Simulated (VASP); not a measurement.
# AlN in VASP: a series of runs

The runs below take AlN through electric field gradients, with PBEsol.

All numbers are computed with VASP 6.6.1; they aren't measurements. Logs are shortened: lines on timing, memory, paths and dates and some standing lists are left out, and cuts for length are marked.

**Measured values to compare with.**

“Structural and optical properties of self-assembled AlN nanowires grown on SiO2/Si substrates by molecular beam epitaxy”, 2024, arxiv:2402.00216 quotes, for a bulk crystal of AlN at 0 K: band gap 6.0343 eV (an exciton energy, a little under the gap).

From “Self-assembly of well-separated AlN nanowires directly on sputtered metallic TiN films”, 2019, arxiv:1910.07391, for a bulk crystal of AlN at 10 K: band gap 6.034 eV (an exciton energy, a little under the gap).

How close the calculation comes is told below.

## 1. The cell of the first run

It takes space group P6_3mc (No. 186, hexagonal). Conventional cell: a = 3.111 Å, b = 3.111 Å, c = 4.978 Å, α = 90.00°, β = 90.00°, γ = 120.00°. Al (site symmetry 3m) has 4 N at 1.89 to 1.92 Å within 2.5 Å. Within 2.5 Å of N (site symmetry 3m) lie 4 Al at 1.89 to 1.92 Å.

## 2. Electric field gradients, PBEsol

Contents of INCAR:

```
PREC     = Accurate       # precision mode
ENCUT    = 520            # plane-wave cutoff, eV
EDIFF    = 1E-8           # SCF threshold, eV
ISMEAR   = -1             # smearing method
SIGMA    = 0.03           # smearing width, eV
LREAL    = F              # projectors in reciprocal space
LASPH    = T              # aspherical terms in the spheres
NELM     = 120            # most SCF steps
ALGO     = Normal         # electronic algorithm
ISIF     = 2              # what is computed and relaxed
LWAVE    = F              # write WAVECAR
LCHARG   = F              # write CHGCAR
GGA      = PS             # functional
LEFG     = T            
NBANDS   = 16             # bands
GGA_COMPAT= F
```

Contents of KPOINTS:

```
Automatic mesh
0
Gamma
  10 10 6
```

Contents of POSCAR:

```
AlN
1.0
    3.1110021516      0.0000000000      0.0000000000
   -1.5555010758      2.6942068945      0.0000000000
    0.0000000000      0.0000000000      4.9780000000
Al N
2 2
Direct
    0.3333333333      0.6666666667      0.0000000000
    0.6666666667      0.3333333333      0.5000000000
    0.3333333333      0.6666666667      0.3850000000
    0.6666666667      0.3333333333      0.8850000000
```

Potentials or basis: VASP PAW PBE potentials, release 64 (Al, N).

Launch:

```sh
$ cat potpaw_PBE.64/Al/POTCAR potpaw_PBE.64/N/POTCAR > POTCAR
$ mpirun -np 1 vasp_std > vasp.out
```

OUTCAR:

```text
PREC = Accurate
   ENCUT = 520
   EDIFF = 1E-8
   ISMEAR = -1
   LREAL = F
   LASPH = T
   NELM = 120
   ISIF = 2
   GGA = PS

 ion  position               nearest neighbor table
   1  0.333  0.667  0.000-   4 1.89   4 1.89   4 1.89   3 1.92   2 3.07   2 3.07   2 3.07   2 3.07
                             2 3.07   2 3.07
   2  0.667  0.333  0.500-   3 1.89   3 1.89   3 1.89   4 1.92   1 3.07   1 3.07   1 3.07   1 3.07
                             1 3.07   1 3.07
   3  0.333  0.667  0.385-   2 1.89   2 1.89   2 1.89   1 1.92
   4  0.667  0.333  0.885-   1 1.89   1 1.89   1 1.89   2 1.92

  LATTYP: Found a hexagonal cell.
 ALAT       =     3.1110021516
 C/A-ratio  =     1.6001274694

  Lattice vectors:

 A1 = (   3.1110021516,   0.0000000000,   0.0000000000)
 A2 = (  -1.5555010758,   2.6942068945,   0.0000000000)
 A3 = (   0.0000000000,   0.0000000000,   4.9780000000)

Analysis of symmetry for initial positions (statically):
=====================================================================
 Subroutine PRICEL returns:
 Original cell was already a primitive cell.

 Routine SETGRP: Setting up the symmetry group for a
 hexagonal supercell.

 Subroutine GETGRP returns: Found 12 space group operations
 (whereof  6 operations were pure point group operations)
 out of a pool of 24 trial point group operations.

The static configuration has the point symmetry C_3v.
 The point group associated with its full space group is C_6v.

Analysis of symmetry for dynamics (positions and initial velocities):
=====================================================================
 Subroutine PRICEL returns:
 Original cell was already a primitive cell.

 Routine SETGRP: Setting up the symmetry group for a
 hexagonal supercell.

 Subroutine GETGRP returns: Found 12 space group operations
 (whereof  6 operations were pure point group operations)
 out of a pool of 24 trial point group operations.

The dynamic configuration has the point symmetry C_3v.
 The point group associated with its full space group is C_6v.

 Subroutine INISYM returns: Found 12 space group operations
 (whereof  6 operations are pure point group operations),
 and found     1 'primitive' translations

----------------------------------------------------------------------------------------

                                     Primitive cell

  volume of cell :      41.7240

  direct lattice vectors                    reciprocal lattice vectors
     3.111002152  0.000000000  0.000000000     0.321439829  0.185583372  0.000000000
    -1.555501076  2.694206895  0.000000000     0.000000000  0.371166744  0.000000000
     0.000000000  0.000000000  4.978000000     0.000000000  0.000000000  0.200883889

  length of vectors
     3.111002152  3.111002152  4.978000000     0.371166744  0.371166744  0.200883889

  position of ions in fractional coordinates (direct lattice)
     0.333333333  0.666666667  0.000000000
     0.666666667  0.333333333  0.500000000
     0.333333333  0.666666667  0.385000000
     0.666666667  0.333333333  0.885000000

  ion indices of the primitive-cell ions
   primitive index   ion index
                 1           1
                 2           2
                 3           3
                 4           4

----------------------------------------------------------------------------------------

 KPOINTS: Automatic mesh

Automatic generation of k-mesh.
 Grid dimensions read from file:
 generate k-points for:   10   10    6

 Generating k-lattice:

  Cartesian coordinates                     Fractional coordinates (reciprocal lattice)
     0.032143983  0.018558337  0.000000000     0.100000000  0.000000000  0.000000000
[... 42 lines left out ...]
   number of dos      NEDOS =    301   number of ions     NIONS =      4
   total plane-waves  NPLWV =  23040
   dimension x,y,z NGX =    24 NGY =   24 NGZ =   40
   dimension x,y,z NGXF=    48 NGYF=   48 NGZF=   80
   ions per type =               2   2
   NGX,Y,Z   is equivalent  to a cutoff of  12.83, 12.83, 13.36 a.u.
   NGXF,Y,Z  is equivalent  to a cutoff of  25.65, 25.65, 26.72 a.u.
 SYSTEM =  unknown system
   PREC   = accura    normal or accurate (medium, high low for compatibility)
   ISTART =      0    job   : 0-new  1-cont  2-samecut
   ICHARG =      2    charge: 1-file 2-atom 10-const
   ISPIN  =      1    spin polarized calculation?
   LNONCOLLINEAR =      F non collinear calculations
   LSORBIT =      F    spin-orbit coupling
   LASPH  =      T    aspherical Exc in radial PAW
   ENCUT  =  520.0 eV  38.22 Ry    6.18 a.u.   5.78  5.78  9.26*2*pi/ulx,y,z
   NELM   =    120;   NELMIN=  2; NELMDL= -5     # of ELM steps
   EDIFF  = 0.1E-07   stopping-criterion for ELM
   LREAL  =      F    real-space projection
   EDIFFG = 0.1E-06   stopping-criterion for IOM
   NSW    =      0    number of steps for IOM
   IBRION =     -1    ionic relax: 0-MD 1-quasi-New 2-CG
   NFREE  =      0    steps in history (QN), initial steepest desc. (CG)
   ISIF   =      2    stress and relaxation
   ISYM   =      2    0-nonsym 1-usesym 2-fastsym
   POTIM  = 0.5000    time-step for ionic-motion
   TEBEG  =    0.0;   TEEND  =   0.0 temperature during run
   PSTRESS=    0.0 pullay stress
   NELECT =      16.0000    total number of electrons
   NUPDOWN=      -1.0000    fix difference up-down
   EMIN   =  10.00;   EMAX   =-10.00  energy-range for DOS
   EFERMI =   0.00;   METHOD = LEGACY
   ISMEAR =    -1;   SIGMA  =   0.03  broadening in eV -4-tet -1-fermi 0-gaus
   EFERMI_NEDOS =   21; number of points for ismear=-14 and -15
   IALGO  =     38    algorithm
   IMIX   =      4    mixing-type and parameters
     AMIX     =   0.40;   BMIX     =  1.00
     AMIX_MAG =   1.60;   BMIX_MAG =  1.00
  volume/ion in A,a.u.               =      10.43        70.39
  Fermi-wavevector in a.u.,A,eV,Ry     =   1.189377  2.247596 19.247033  1.414617
  Thomas-Fermi vector in A             =   2.325485
   LORBIT       =      0    0 simple, 1 ext, 2 COOP (PROOUT), +10 PAW based schemes
   GGA     = PS    functional components
   LHFCALC =     F    Hartree Fock is set to
   AEXX    =    0.0000 exact exchange contribution
   IVDW    =     0    specifies the selected vdW correction
   LEPSILON=     F    determine dielectric tensor
   LRPA    =     F    only Hartree local field effects (RPA)
 non-spin polarized calculation
  energy-cutoff  :      520.00
  volume of cell :       41.72
 maximum number of plane-waves:      1140
 NGX is ok and might be reduce to    24
   NGX = 11   NGY = 11   NGZ = 19

 number of electron      15.9999998 magnetization

 Free energy of the ion-electron system (eV)
  ---------------------------------------------------
  ext. energy  EPLUGINS =         0.00000000
  ---------------------------------------------------
  free energy    TOTEN  =       -31.30950811 eV

  energy without entropy =      -31.30950811  energy(sigma->0) =      -31.30950811

 E-fermi :   6.7092     XC(G=0): -11.1120

 val. band max:        6.1273161171   @ k =   0.0000   0.0000   0.0000
 cond. band min:      10.2178257262   @ k =   0.0000   0.0000   0.0000
 fundamental gap:      4.0905096091
 Fermi energy:         6.7091891311

 k-point     1 :       0.0000    0.0000    0.0000
  band No.  band energies     occupation
      1      -9.1009      2.00000
      2      -6.9135      2.00000
      3       0.0323      2.00000
      4       5.1773      2.00000
      5       5.1773      2.00000
      6       5.8329      2.00000
[... 433 lines left out ...]
      3       0.5991      2.00000
      4       1.6263      2.00000
      5       2.9857      2.00000
      6       3.7462      2.00000
[... 8 lines left out ...]
     15      18.5516      0.00000
     16      20.8878      0.00000

 [... further k-points ...]
[... 5 lines left out ...]
  --------------------------------------------------------------------------------------
  -------------------------------------------------------------------------------------
  Total        0.3144099      0.3144099     -0.2042480      0.0000000     -0.0000000     -0.0000000
  in kB       12.0731517     12.0731517     -7.8429995      0.0000000     -0.0000000     -0.0000000
  external PRESSURE =       5.4344346 kB  Pullay stress =       0.0000000 kB

 VOLUME and BASIS-vectors are now :
 -----------------------------------------------------------------------------
  energy-cutoff  :      520.00
  volume of cell :       41.72
      direct lattice vectors                 reciprocal lattice vectors
     3.111002152  0.000000000  0.000000000     0.321439829  0.185583372  0.000000000
    -1.555501076  2.694206895  0.000000000     0.000000000  0.371166744  0.000000000
     0.000000000  0.000000000  4.978000000     0.000000000  0.000000000  0.200883889

 POSITION                                       TOTAL-FORCE (eV/Angst)
 -----------------------------------------------------------------------------------
     -0.00000      1.79614      0.00000         0.000000     -0.000000      0.177998
      1.55550      0.89807      2.48900        -0.000000      0.000000      0.177998
     -0.00000      1.79614      1.91653         0.000000      0.000000     -0.177998
      1.55550      0.89807      4.40553        -0.000000      0.000000     -0.177998
 -----------------------------------------------------------------------------------
    total drift:                               -0.000000      0.000000      0.000610

  FREE ENERGIE OF THE ION-ELECTRON SYSTEM (eV)
  ---------------------------------------------------
  free  energy   TOTEN  =       -31.3095081108 eV

  energy  without entropy=      -31.3095081107  energy(sigma->0) =      -31.30950811

 Electric field gradients (V/A^2)
---------------------------------------------------------------------
 ion       V_xx      V_yy      V_zz      V_xy      V_xz      V_yz
---------------------------------------------------------------------
   1      -4.261    -4.261     8.521     0.000     0.000    -0.000
   2      -4.261    -4.261     8.521     0.000    -0.000     0.000
   3      -0.348    -0.348     0.696    -0.000     0.000    -0.000
   4      -0.348    -0.348     0.696    -0.000    -0.000     0.000
---------------------------------------------------------------------

 Electric field gradients after diagonalization (V/A^2)
 (convention: |V_zz| > |V_xx| > |V_yy|)
----------------------------------------------------------------------
 ion       V_xx      V_yy      V_zz     asymmetry (V_yy - V_xx)/ V_zz
----------------------------------------------------------------------
   1      -4.261    -4.261     8.521       0.000
   2      -4.261    -4.261     8.521       0.000
   3      -0.348    -0.348     0.696       0.001
   4      -0.348    -0.348     0.696       0.001
----------------------------------------------------------------------

           NMR quadrupolar parameters

 Cq : quadrupolar parameter    Cq=e*Q*V_zz/h
 eta: asymmetry parameters     (V_yy - V_xx)/ V_zz
 Q  : nuclear electric quadrupole moment in mb (millibarn)
----------------------------------------------------------------------
 ion       Cq(MHz)       eta       Q (mb)
----------------------------------------------------------------------
   1       0.021       0.000       1.000
   2       0.021       0.000       1.000
   3       0.002       0.001       1.000
   4       0.002       0.001       1.000
----------------------------------------------------------------------
```

Run time: 29 s. Hardware: 1 thread of AMD EPYC 7R13 (Zen 3), shared host; peak memory 0.14 GiB.

What came out:

- Free energy: -31.3095 eV
- Pressure: 0.5 GPa
- Largest force: 0.178 eV/Å
- Band gap on the k mesh: 4.09 eV
- Largest electric field gradient by atom: Al +8.5; N +0.7 V/Å²

Forces on the atoms (eV/Å):
```
Al   0.000  0.000  0.178
Al   0.000  0.000  0.178
N    0.000  0.000 -0.178
N    0.000  0.000 -0.178
```

Electric field gradients, principal values (V/Å²):
```tsv
atom	least	middle	greatest (by size)
1 Al	-4.261	-4.261	8.521
2 Al	-4.261	-4.261	8.521
3 N	-0.348	-0.348	0.696
4 N	-0.348	-0.348	0.696
```

Caveat: without QUAD_EFG the Cq values of the log hold for a quadrupole moment of 1 mb, not for the nuclei; the PAW data sets were made with another functional, which shifts forces and pressure a little.

## 3. Electric field gradients, PBEsol

Contents of INCAR:

```
SYSTEM = AlN
ALGO = Normal
EDIFF = 1E-8
ENCUT = 520
GGA = PS
GGA_COMPAT = .FALSE.
ISIF = 2
ISMEAR = -1
LASPH = .TRUE.
LCHARG = .FALSE.
LEFG = .TRUE.
LREAL = .FALSE.
LWAVE = .FALSE.
NBANDS = 16
NELM = 120
PREC = Accurate
SIGMA = 0.03
```

Contents of KPOINTS:

```
k-points
0
G
  10 10 6
  0 0 0
```

POSCAR is that of step 2.

Potentials or basis: VASP PAW PBE potentials, release 64 (Al, N).

Launch:

```sh
$ cat potpaw_PBE.64/Al/POTCAR potpaw_PBE.64/N/POTCAR > POTCAR
$ mpirun -np 1 vasp_std > vasp.out
```

OUTCAR:

```text
SYSTEM = AlN
   EDIFF = 1E-8
   ENCUT = 520
   GGA = PS
   ISIF = 2
   ISMEAR = -1
   LASPH = .TRUE.
   LREAL = .FALSE.
   NELM = 120
   PREC = Accurate

 ion  position               nearest neighbor table
   1  0.333  0.667  0.000-   4 1.89   4 1.89   4 1.89   3 1.92   2 3.07   2 3.07   2 3.07   2 3.07
                             2 3.07   2 3.07
   2  0.667  0.333  0.500-   3 1.89   3 1.89   3 1.89   4 1.92   1 3.07   1 3.07   1 3.07   1 3.07
                             1 3.07   1 3.07
   3  0.333  0.667  0.385-   2 1.89   2 1.89   2 1.89   1 1.92
   4  0.667  0.333  0.885-   1 1.89   1 1.89   1 1.89   2 1.92

  LATTYP: Found a hexagonal cell.
 ALAT       =     3.1110021516
 C/A-ratio  =     1.6001274694

  Lattice vectors:
[... 687 lines left out ...]
---------------------------------------------------------------------
   1      -4.261    -4.261     8.521     0.000     0.000    -0.000
   2      -4.261    -4.261     8.521     0.000    -0.000     0.000
   3      -0.348    -0.348     0.696    -0.000     0.000    -0.000
   4      -0.348    -0.348     0.696    -0.000    -0.000     0.000
---------------------------------------------------------------------

 Electric field gradients after diagonalization (V/A^2)
 (convention: |V_zz| > |V_xx| > |V_yy|)
----------------------------------------------------------------------
 ion       V_xx      V_yy      V_zz     asymmetry (V_yy - V_xx)/ V_zz
----------------------------------------------------------------------
   1      -4.261    -4.261     8.521       0.000
   2      -4.261    -4.261     8.521       0.000
   3      -0.348    -0.348     0.696       0.001
   4      -0.348    -0.348     0.696       0.001
----------------------------------------------------------------------

           NMR quadrupolar parameters

 Cq : quadrupolar parameter    Cq=e*Q*V_zz/h
 eta: asymmetry parameters     (V_yy - V_xx)/ V_zz
 Q  : nuclear electric quadrupole moment in mb (millibarn)
----------------------------------------------------------------------
 ion       Cq(MHz)       eta       Q (mb)
----------------------------------------------------------------------
   1       0.021       0.000       1.000
   2       0.021       0.000       1.000
   3       0.002       0.001       1.000
   4       0.002       0.001       1.000
----------------------------------------------------------------------
```

OSZICAR:

```text
N       E                     dE             d eps       ncg     rms          rms(c)
DAV:   1     0.415173270137E+02    0.41517E+02   -0.73234E+03  1792   0.894E+02
DAV:   2    -0.322026536822E+02   -0.73720E+02   -0.67571E+02  2464   0.188E+02
DAV:   3    -0.357442860580E+02   -0.35416E+01   -0.35310E+01  2352   0.431E+01
DAV:   4    -0.357655964883E+02   -0.21310E-01   -0.21309E-01  2128   0.373E+00
DAV:   5    -0.357658709652E+02   -0.27448E-03   -0.27448E-03  2360   0.429E-01    0.117E+01
DAV:   6    -0.313617951122E+02    0.44041E+01   -0.95557E+00  2152   0.224E+01    0.418E+00
DAV:   7    -0.313467565119E+02    0.15039E-01   -0.61609E-01  1936   0.546E+00    0.290E+00
DAV:   8    -0.313140457438E+02    0.32711E-01   -0.71849E-02  2000   0.227E+00    0.595E-01
DAV:   9    -0.313092234640E+02    0.48223E-02   -0.12482E-02  2360   0.832E-01    0.250E-01
DAV:  10    -0.313095830523E+02   -0.35959E-03   -0.13879E-03  1936   0.243E-01    0.156E-01
DAV:  11    -0.313095094922E+02    0.73560E-04   -0.11674E-04  2128   0.792E-02    0.332E-02
DAV:  12    -0.313095085262E+02    0.96602E-06   -0.52556E-06  2008   0.196E-02    0.502E-03
DAV:  13    -0.313095080673E+02    0.45889E-06   -0.21406E-06  2304   0.109E-02    0.441E-03
DAV:  14    -0.313095080803E+02   -0.13010E-07   -0.17244E-07  2080   0.352E-03    0.123E-03
DAV:  15    -0.313095081119E+02   -0.31624E-07   -0.13924E-08  1536   0.903E-04    0.124E-04
DAV:  16    -0.313095081108E+02    0.11347E-08   -0.88759E-10  1040   0.366E-04
   1 F= -.31309508E+02 E0= -.31309508E+02  d E =-.149041E-10
```

Run time: 28 s. Hardware: 1 thread of AMD EPYC 7R13 (Zen 3), shared host; peak memory 0.14 GiB.

What came out:

```
Free energy                             : -31.3095 eV
Pressure                                : 0.5 GPa
Largest force                           : 0.178 eV/Å
Band gap on the k mesh                  : 4.09 eV
Largest electric field gradient by atom : Al +8.5; N +0.7 V/Å²
```

Forces in eV/Å, atoms in the order of the input:
```
Al   0.000  0.000  0.178
Al   0.000  0.000  0.178
N    0.000  0.000 -0.178
N    0.000  0.000 -0.178
```

Stress tensor (GPa, compression positive):
```
 1.21  0.00  0.00
 0.00  1.21  0.00
 0.00  0.00 -0.78
```

Electric field gradients, principal values (V/Å²):
```
atom   least  middle  greatest (by size)
1 Al  -4.261  -4.261               8.521
2 Al  -4.261  -4.261               8.521
 3 N  -0.348  -0.348               0.696
 4 N  -0.348  -0.348               0.696
```

Caveat: without QUAD_EFG the Cq values of the log hold for a quadrupole moment of 1 mb, not for the nuclei; the PAW data sets were made with another functional, which shifts forces and pressure a little.

(Part 1 of 2 ends here.)
